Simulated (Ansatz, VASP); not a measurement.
Two plane-wave programs on PbO

```
Pb O
1.0
     4.04875    0.00000    0.00000
     0.00000    4.04875    0.00000
     0.00000    0.00000   28.52269
Pb O
2 2
Direct
  0.00000 0.50000 0.33991
  0.50000 0.00000 0.25611
  0.00000 0.00000 0.29801
  0.50000 0.50000 0.29801
```

Alike in both runs: task single point; functional PBE; k mesh 6 × 6 × 1; occupations gaussian, width 0.02 eV; no spin polarisation.

```csv
,VASP,Ansatz
version,VASP 6.6.1,Ansatz 0.2.0
potentials or method,"VASP PAW PBE potentials, release 64 (Pb_d, O), cutoff 520 eV","scalar-relativistic, plane waves, PAW"
valence electrons in the cell,40,40
```

Ansatz gave:

```
gap on the k mesh at the Fermi level (eV) : 2.50
least direct gap on the mesh (eV)         : 2.50
rms of the force components (eV/Å)        : 0.001
```

Q: Estimate VASP's values.

A: gap on the k mesh at the Fermi level (eV): 2.48; least direct gap on the mesh (eV): 2.48; rms of the force components (eV/Å): 0.014.

Atom by atom the forces differ by 0.015 eV/Å (rms over components). Ansatz's warnings: xc potential rough in thin density.

Neither program's run includes spin-orbit coupling.
